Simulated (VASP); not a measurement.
## Al3Ni2: single point with r2SCAN

The system is Al3Ni2.

```
CELL_PARAMETERS angstrom
4.04679 0.00000 0.00000
-2.02339 3.50462 0.00000
0.00000 0.00000 4.84388
ATOMIC_POSITIONS crystal
Al 0.00000 0.00000 0.00000
Al 0.33333 0.66667 0.64821
Al 0.66667 0.33333 0.35179
Ni 0.33333 0.66667 0.14554
Ni 0.66667 0.33333 0.85446
```

This cell differs from its parent crystal: biaxial strain in the a-b plane: +1.0 %, then relaxed in part.

```json
{
 "Program": "VASP 6.6.1",
 "Task": "single point",
 "Functional": "r2SCAN",
 "Potentials or basis": "VASP PAW PBE potentials, release 64 (Al, Ni)",
 "Cutoff": "520 eV",
 "k mesh": "12 × 12 × 8",
 "Occupations": "gaussian, width 0.1 eV",
 "Spin": "no spin polarisation",
 "Dipole correction": "no",
 "Further INCAR settings": "ALGO = Normal; EDIFF = 1e-06; NBANDS = 22"
}
```

The pressure is -2.4 GPa. The largest force is 0.019 eV/Å.

Forces on the atoms (eV/Å):
```
Al   0.000  0.000  0.000
Al   0.000  0.000  0.005
Al   0.000  0.000 -0.005
Ni   0.000  0.000  0.019
Ni   0.000  0.000 -0.019
```

Stress tensor (GPa, compression positive):
```
-3.51  0.00  0.00
 0.00 -3.51  0.00
 0.00  0.00 -0.18
```

Levels at points of the mesh, in eV from the Fermi level:
```
           k point  band 11  band 12  band 13  band 14  band 15  band 16  band 17  band 18  band 19  band 20
(0.00, 0.00, 0.00)    -1.68    -1.68    -1.28     1.22     1.22     3.19     3.19     4.79     4.96     7.35
(0.50, 0.00, 0.00)    -2.15    -1.84    -1.55    -1.52    -1.26     1.52     2.30     2.42     4.99     5.55
(0.00, 0.00, 0.50)    -1.76    -1.76     2.81     2.81     2.90     2.90     3.53     4.44     4.44     4.55
(0.50, 0.00, 0.50)    -1.89    -1.74    -1.72    -1.03    -0.38     1.61     2.31     3.36     6.98     7.91
```

Wall time 11 min on 1 thread of Intel Xeon 6975P-C, with other jobs on the host, peak memory 0.3 GiB.

Caveat: the cell differs from its parent crystal (biaxial strain in the a-b plane: +1.0 %, then relaxed in part); the PAW data sets were made with another functional, which shifts forces and pressure a little. Spin polarisation is off, so any magnetic state and its effect on volume and gap are missing.
